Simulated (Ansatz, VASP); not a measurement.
# One calculation of Sn, two programs

```
CELL_PARAMETERS angstrom
-1.90048 1.84431 1.87240
1.90048 -1.84431 1.87240
1.90048 1.84431 -1.87240
ATOMIC_POSITIONS crystal
Sn 0.00000 0.00000 0.00000
```

Change from the starting cell: strain +0.0150 x Voigt [1, -1, 0, 0, 0, 0], atoms carried along.

Alike in both runs: task single point; functional PBEsol; k mesh 22 × 22 × 22; occupations gaussian, width 0.15 eV; no spin polarisation.

```csv
,VASP,Ansatz
version,VASP 6.6.1,Ansatz 0.2.0
potentials or method,"VASP PAW PBE potentials, release 64 (Sn_d), cutoff 520 eV","scalar-relativistic, plane waves, PAW"
valence electrons in the cell,14,14
```

|  | VASP | Ansatz | Ansatz less VASP |
| --- | --- | --- | --- |
| gap on the k mesh at the Fermi level (eV) | none | none | - |
| pressure (GPa) | -0.3 | -0.3 | +0.01 |
| traceless stress, the component that is largest in VASP (GPa) | -0.19 | -0.19 | 0.000 |

VASP's potentials were made for PBE, not for PBEsol. A gap of «none» marks a metal or a gap that the smearing closes. The functional is the same, so the differences come from potentials, cutoffs and numerics.
